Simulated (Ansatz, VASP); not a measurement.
# Two plane-wave programs on Zn3PbO

```
CELL_PARAMETERS angstrom
4.41744 0.00000 0.00000
0.00000 4.41744 0.00000
0.00000 0.00000 4.41744
ATOMIC_POSITIONS crystal
Zn 0.00000 0.50000 0.50000
Zn 0.50000 0.00000 0.50000
Zn 0.50000 0.50000 0.00000
Pb 0.00000 0.00000 0.00000
O 0.50000 0.50000 0.50000
```

Alike in both runs: functional PBE; k mesh 8 × 8 × 8; occupations fermi-dirac, width 0.15 eV; no spin polarisation.

Ansatz relaxed the structure, and its values are those at the end. VASP's run is a single point on that final structure, the one shown.

|  | VASP | Ansatz |
| --- | --- | --- |
| version | VASP 6.6.1 | Ansatz 0.2.0 |
| potentials or method | VASP PAW PBE potentials, release 64 (Zn, Pb_d, O), cutoff 520 eV | scalar-relativistic, plane waves, PAW |
| valence electrons in the cell | 56 | 56 |

|  | VASP | Ansatz | Ansatz less VASP |
| --- | --- | --- | --- |
| gap on the k mesh at the Fermi level (eV) | none | none | - |
| pressure (GPa) | 0.2 | 0.0 | -0.19 |

A gap of «none» marks a metal or a gap that the smearing closes. The functional is the same, so the differences come from potentials, cutoffs and numerics.

Neither program's run includes spin-orbit coupling.
